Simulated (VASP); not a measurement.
# La4HfO (P4/mmm) in VASP: relaxation of cell and atoms with PBE

Aim: the relaxation of cell and atoms of La4HfO with PBE.

Everything below comes from runs of VASP 6.6.1. Logs are shortened: lines on timing, memory, paths and dates and some standing lists are left out, and cuts for length are marked.

## Step 1: The cell of the first run

Symmetry: P4/mmm, No. 123, tetragonal system. Conventional cell: a = 3.327 Å, b = 3.327 Å, c = 14.641 Å, α = 90.00°, β = 90.00°, γ = 90.00°. La (site symmetry 4mm) has 8 La at 3.33 to 4.04 Å and 4 Hf at 3.42 Å within 4.4 Å. Within 3.7 Å of La (site symmetry 4mm) lie 4 O at 2.82 Å and 5 La at 3.11 to 3.33 Å. Hf (site symmetry 4/mmm) has 4 Hf at 3.33 Å and 8 La at 3.42 Å within 4.4 Å. Within 3.7 Å of O (site symmetry 4/mmm) lie 8 La at 2.82 Å and 4 O at 3.33 Å.

The cell was generated, and may not be a known phase.

## Step 2: Relaxation of cell and atoms, PBE

Input file INCAR:

```
ALGO = Fast
EDIFF = 1E-6
EDIFFG = -0.01
ENCUT = 600
GGA = PE
IBRION = 2
ISIF = 3
ISMEAR = 0
LASPH = True
LCHARG = False
LREAL = False
LWAVE = False
NELM = 100
NSW = 100
PREC = Accurate
SIGMA = 0.1
```

Input file KPOINTS:

```
k-points
0
Gamma
  12 12 4
```

Input file POSCAR:

```
La4HfO
1.0
    3.3267451653      0.0000000000      0.0000000000
    0.0000000000      3.3267451653      0.0000000000
    0.0000000000      0.0000000000     14.6410107106
La Hf O
4 1 1
Direct
    0.5000000000      0.5000000000      0.1692109385
    0.0000000000      0.0000000000      0.6061843193
    0.0000000000      0.0000000000      0.3938156807
    0.5000000000      0.5000000000      0.8307890615
    0.0000000000      0.0000000000      0.0000000000
    0.5000000000      0.5000000000      0.5000000000
```

Potentials or basis: VASP PAW PBE potentials, release 64 (La, Hf_pv, O).

On the command line:

```console
$ cat potpaw_PBE.64/La/POTCAR potpaw_PBE.64/Hf_pv/POTCAR potpaw_PBE.64/O/POTCAR > POTCAR
$ mpirun -np 1 vasp_std > vasp.out
```

OUTCAR:

```text
EDIFF = 1E-6
   EDIFFG = -0.01
   ENCUT = 600
   GGA = PE
   IBRION = 2
   ISIF = 3
   ISMEAR = 0
   LASPH = True
   LREAL = False
   NELM = 100
   NSW = 100
   PREC = Accurate

 ion  position               nearest neighbor table
   1  0.500  0.500  0.169-   5 3.42   5 3.42   5 3.42   5 3.42
   2  0.000  0.000  0.606-   6 2.82   6 2.82   6 2.82   6 2.82   3 3.11
   3  0.000  0.000  0.394-   6 2.82   6 2.82   6 2.82   6 2.82   2 3.11
   4  0.500  0.500  0.831-   5 3.42   5 3.42   5 3.42   5 3.42
   5  0.000  0.000  0.000-   1 3.42   4 3.42   1 3.42   4 3.42   1 3.42   4 3.42   1 3.42   4 3.42

   6  0.500  0.500  0.500-   2 2.82   3 2.82   2 2.82   3 2.82   2 2.82   3 2.82   2 2.82   3 2.82

  LATTYP: Found a simple tetragonal cell.
 ALAT       =     3.3267451653
 C/A-ratio  =     4.4010015745

  Lattice vectors:

 A1 = (   3.3267451653,   0.0000000000,   0.0000000000)
 A2 = (   0.0000000000,   3.3267451653,   0.0000000000)
 A3 = (   0.0000000000,   0.0000000000,  14.6410107106)

Analysis of symmetry for initial positions (statically):
=====================================================================
 Subroutine PRICEL returns:
 Original cell was already a primitive cell.

 Routine SETGRP: Setting up the symmetry group for a
 simple tetragonal supercell.

 Subroutine GETGRP returns: Found 16 space group operations
 (whereof 16 operations were pure point group operations)
 out of a pool of 16 trial point group operations.

The static configuration has the point symmetry D_4h.

Analysis of symmetry for dynamics (positions and initial velocities):
=====================================================================
 Subroutine PRICEL returns:
 Original cell was already a primitive cell.

 Routine SETGRP: Setting up the symmetry group for a
 simple tetragonal supercell.

 Subroutine GETGRP returns: Found 16 space group operations
 (whereof 16 operations were pure point group operations)
 out of a pool of 16 trial point group operations.

The dynamic configuration has the point symmetry D_4h.

 Subroutine INISYM returns: Found 16 space group operations
 (whereof 16 operations are pure point group operations),
 and found     1 'primitive' translations

----------------------------------------------------------------------------------------

                                     Primitive cell

  volume of cell :     162.0355

  direct lattice vectors                    reciprocal lattice vectors
     3.326745165  0.000000000  0.000000000     0.300594109  0.000000000  0.000000000
     0.000000000  3.326745165  0.000000000     0.000000000  0.300594109  0.000000000
     0.000000000  0.000000000 14.641010711     0.000000000  0.000000000  0.068301296

  length of vectors
     3.326745165  3.326745165 14.641010711     0.300594109  0.300594109  0.068301296

  position of ions in fractional coordinates (direct lattice)
     0.500000000  0.500000000  0.169210939
     0.000000000  0.000000000  0.606184319
     0.000000000  0.000000000  0.393815681
     0.500000000  0.500000000  0.830789061
     0.000000000  0.000000000  0.000000000
     0.500000000  0.500000000  0.500000000

  ion indices of the primitive-cell ions
   primitive index   ion index
                 1           1
                 2           2
                 3           3
                 4           4
                 5           5
                 6           6

----------------------------------------------------------------------------------------

 KPOINTS: k-points

Automatic generation of k-mesh.
 Grid dimensions read from file:
 generate k-points for:   12   12    4

 Generating k-lattice:

  Cartesian coordinates                     Fractional coordinates (reciprocal lattice)
     0.025049509  0.000000000  0.000000000     0.083333333  0.000000000  0.000000000
     0.000000000  0.025049509  0.000000000     0.000000000  0.083333333  0.000000000
     0.000000000  0.000000000  0.017075324     0.000000000  0.000000000  0.250000000

  Length of vectors
     0.025049509  0.025049509  0.017075324

  Shift w.r.t. Gamma in fractional coordinates (k-lattice)
     0.000000000  0.000000000  0.000000000

 Subroutine IBZKPT returns following result:
 ===========================================

 Found     84 irreducible k-points:

 Following reciprocal coordinates:
            Coordinates               Weight
  0.000000  0.000000  0.000000      1.000000
  0.083333  0.000000  0.000000      4.000000
  0.166667  0.000000  0.000000      4.000000
  0.250000  0.000000  0.000000      4.000000
  0.333333  0.000000  0.000000      4.000000
  0.416667  0.000000  0.000000      4.000000
[... 16 lines left out ...]
  0.333333  0.333333  0.000000      4.000000
  0.416667  0.333333  0.000000      8.000000
 [... further k-points ...]
   k-points           NKPTS =     84   k-points in BZ     NKDIM =     84   number of bands    NBANDS=     36
   number of dos      NEDOS =    301   number of ions     NIONS =      6
   total plane-waves  NPLWV =  94080
   dimension x,y,z NGX =    28 NGY =   28 NGZ =  120
   dimension x,y,z NGXF=    56 NGYF=   56 NGZF=  240
   ions per type =               4   1   1
   NGX,Y,Z   is equivalent  to a cutoff of  13.99, 13.99, 13.63 a.u.
   NGXF,Y,Z  is equivalent  to a cutoff of  27.98, 27.98, 27.25 a.u.
 SYSTEM =  unknown system
   PREC   = accura    normal or accurate (medium, high low for compatibility)
   ISTART =      0    job   : 0-new  1-cont  2-samecut
   ICHARG =      2    charge: 1-file 2-atom 10-const
   ISPIN  =      1    spin polarized calculation?
   LNONCOLLINEAR =      F non collinear calculations
   LSORBIT =      F    spin-orbit coupling
   LASPH  =      T    aspherical Exc in radial PAW
   ENCUT  =  600.0 eV  44.10 Ry    6.64 a.u.   6.64  6.64 29.24*2*pi/ulx,y,z
   NELM   =    100;   NELMIN=  2; NELMDL= -5     # of ELM steps
   EDIFF  = 0.1E-05   stopping-criterion for ELM
   LREAL  =      F    real-space projection
   EDIFFG = -.1E-01   stopping-criterion for IOM
   NSW    =    100    number of steps for IOM
   IBRION =      2    ionic relax: 0-MD 1-quasi-New 2-CG
   NFREE  =      1    steps in history (QN), initial steepest desc. (CG)
   ISIF   =      3    stress and relaxation
   ISYM   =      2    0-nonsym 1-usesym 2-fastsym
   POTIM  = 0.5000    time-step for ionic-motion
   TEBEG  =    0.0;   TEEND  =   0.0 temperature during run
   PSTRESS=    0.0 pullay stress
   NELECT =      60.0000    total number of electrons
   NUPDOWN=      -1.0000    fix difference up-down
   EMIN   =  10.00;   EMAX   =-10.00  energy-range for DOS
   EFERMI =   0.00;   METHOD = LEGACY
   ISMEAR =     0;   SIGMA  =   0.10  broadening in eV -4-tet -1-fermi 0-gaus
   EFERMI_NEDOS =   21; number of points for ismear=-14 and -15
   IALGO  =     68    algorithm
   IMIX   =      4    mixing-type and parameters
     AMIX     =   0.40;   BMIX     =  1.00
     AMIX_MAG =   1.60;   BMIX_MAG =  1.00
  volume/ion in A,a.u.               =      27.01       182.24
  Fermi-wavevector in a.u.,A,eV,Ry     =   1.175588  2.221540 18.803354  1.382008
  Thomas-Fermi vector in A             =   2.311966
   LORBIT       =      0    0 simple, 1 ext, 2 COOP (PROOUT), +10 PAW based schemes
   GGA     = PE    functional components
   LHFCALC =     F    Hartree Fock is set to
   AEXX    =    0.0000 exact exchange contribution
   IVDW    =     0    specifies the selected vdW correction
   LEPSILON=     F    determine dielectric tensor
   LRPA    =     F    only Hartree local field effects (RPA)
 conjugate gradient relaxation of ions
 non-spin polarized calculation
 RMM-DIIS sequential band-by-band and
 Gauss-broadening in eV      SIGMA  =   0.10
  energy-cutoff  :      600.00
  volume of cell :      162.04
 maximum number of plane-waves:      5458
 NGX is ok and might be reduce to    28
   NGX = 13   NGY = 13   NGZ = 59

--------------------------------------- Ionic step        1  -------------------------------------------

 number of electron      59.9999994 magnetization

 Free energy of the ion-electron system (eV)
  ---------------------------------------------------
  ext. energy  EPLUGINS =         0.00000000
  ---------------------------------------------------
  free energy    TOTEN  =       -37.46564330 eV

  energy without entropy =      -37.42394487  energy(sigma->0) =      -37.44479408

------------------------ aborting loop because EDIFF is reached ----------------------------------------

  FORCE on cell =-STRESS in cart. coord.  units (eV):
  Direction    XX          YY          ZZ          XY          YZ          ZX
  --------------------------------------------------------------------------------------
  -------------------------------------------------------------------------------------
  Total       -0.3367523     -0.3367523      0.0256878      0.0000000      0.0000000     -0.0000000
  in kB       -3.3297454     -3.3297454      0.2539965      0.0000000      0.0000000     -0.0000000
  external PRESSURE =      -2.1351648 kB  Pullay stress =       0.0000000 kB
[... 101 lines left out ...]
  FREE ENERGIE OF THE ION-ELECTRON SYSTEM (eV)
  ---------------------------------------------------
  free  energy   TOTEN  =       -37.4669600858 eV

  energy  without entropy=      -37.4250616230  energy(sigma->0) =      -37.44601085

[... ionic steps 4 to 7 ...]

--------------------------------------- Ionic step        8  -------------------------------------------

 number of electron      59.9999996 magnetization

------------------------ aborting loop because EDIFF is reached ----------------------------------------
[... 75 lines left out ...]
--------------------------------------- Ionic step       10  -------------------------------------------

 number of electron      59.9999996 magnetization

 Free energy of the ion-electron system (eV)
  ---------------------------------------------------
  ext. energy  EPLUGINS =         0.00000000
  ---------------------------------------------------
  free energy    TOTEN  =       -37.46767023 eV

  energy without entropy =      -37.42513354  energy(sigma->0) =      -37.44640189

 E-fermi :   8.2598     XC(G=0): -10.2836

 val. band max:        8.2597443470   @ k =   0.1667   0.1667   0.5000
 cond. band min:       8.2618245156   @ k =   0.1667   0.1667   0.2500
 fundamental gap:      0.0020801686
 Fermi energy:         8.2598100242

 k-point     1 :       0.0000    0.0000    0.0000
  band No.  band energies     occupation
      1     -24.9982      2.00000
      2     -24.7593      2.00000
      3     -24.1775      2.00000
      4     -24.1607      2.00000
      5     -22.3610      2.00000
      6     -22.2583      2.00000
[... 925 lines left out ...]
     35       9.5024      0.00000
     36       9.5555      0.00000

 [... further k-points ...]

------------------------ aborting loop because EDIFF is reached ----------------------------------------

  FORCE on cell =-STRESS in cart. coord.  units (eV):
  Direction    XX          YY          ZZ          XY          YZ          ZX
  --------------------------------------------------------------------------------------
  -------------------------------------------------------------------------------------
  Total        0.0407753      0.0407753     -0.0050321      0.0000000      0.0000000      0.0000000
  in kB        0.4047915      0.4047915     -0.0499553      0.0000000      0.0000000      0.0000000
  external PRESSURE =       0.2532092 kB  Pullay stress =       0.0000000 kB
[... 21 lines left out ...]
  FREE ENERGIE OF THE ION-ELECTRON SYSTEM (eV)
  ---------------------------------------------------
  free  energy   TOTEN  =       -37.4676702314 eV

  energy  without entropy=      -37.4251335449  energy(sigma->0) =      -37.44640189

 reached required accuracy - stopping structural energy minimisation
```

It took 1.9 h on 1 thread of Oxide Virtual Turin-like, shared host; peak memory 0.75 GiB.

Results:

| Item | Value |
| --- | --- |
| Free energy | -37.4677 eV |
| Relaxed volume | 26.90 Å³/atom |
| Relaxed cell | a = 3.313 Å, b = 3.313 Å, c = 14.702 Å, α = 90.00°, β = 90.00°, γ = 90.00° |
| Space group after relaxing (to 0.1 Å) | P4/mmm (No. 123) |
| Energy gained by relaxing | 0.3 meV/atom |
| Ionic steps | 10 |
| Pressure after relaxing | 0.0 GPa |
| Band gap on the k mesh | zero (bands 30 and 31 overlap by 0.81 eV) |

Forces in eV/Å, atoms in the order of the input:
```
La   0.000  0.000 -0.003
La   0.000  0.000 -0.001
La   0.000  0.000  0.001
La   0.000  0.000  0.003
Hf   0.000  0.000  0.000
O    0.000  0.000  0.000
```

Step by step:
```csv
step,energy change (eV),largest force (eV/Å),pressure (GPa),volume (Å³)
1,0.0000,0.0586,-0.21,162.04
2,-0.0013,0.0365,0.05,161.19
3,-0.0013,0.0378,0.07,161.08
4,-0.0013,0.0283,0.16,160.86
5,-0.0013,0.0306,0.11,161.01
6,-0.0017,0.0294,0.04,161.21
7,-0.0018,0.0290,0.00,161.32
8,-0.0018,0.0300,-0.01,161.37
9,-0.0020,0.0156,0.00,161.38
10,-0.0020,0.0030,0.03,161.39
```

Final structure:
```
La Hf O
1.0
     3.31327    0.00000    0.00000
     0.00000    3.31327    0.00000
     0.00000    0.00000   14.70154
La Hf O
4 1 1
Direct
  0.50000 0.50000 0.16829
  0.00000 0.00000 0.60608
  0.00000 0.00000 0.39392
  0.50000 0.50000 0.83171
  0.00000 0.00000 0.00000
  0.50000 0.50000 0.50000
```

Levels at points of the mesh, in eV from the Fermi level:
```csv
k point,band 27,band 28,band 29,band 30,band 31,band 32,band 33,band 34
"(0.00, 0.00, 0.00)",-1.50,-1.30,-1.09,-0.84,-0.52,-0.34,-0.14,0.48
"(0.50, 0.00, 0.00)",-0.86,-0.18,0.03,0.21,0.23,0.24,0.58,0.70
"(0.50, 0.50, 0.00)",-1.24,-1.24,-1.02,-0.17,-0.17,0.23,0.88,0.95
"(0.00, 0.00, 0.50)",-1.45,-1.38,-1.10,-0.72,-0.46,-0.21,-0.09,0.53
"(0.50, 0.00, 0.50)",-0.86,-0.48,-0.15,0.16,0.40,0.49,0.75,0.89
"(0.50, 0.50, 0.50)",-1.20,-1.20,-1.19,-0.30,-0.30,0.33,1.22,1.22
```

Caveat: spin-orbit coupling is left out, which moves the levels of the heavy elements.
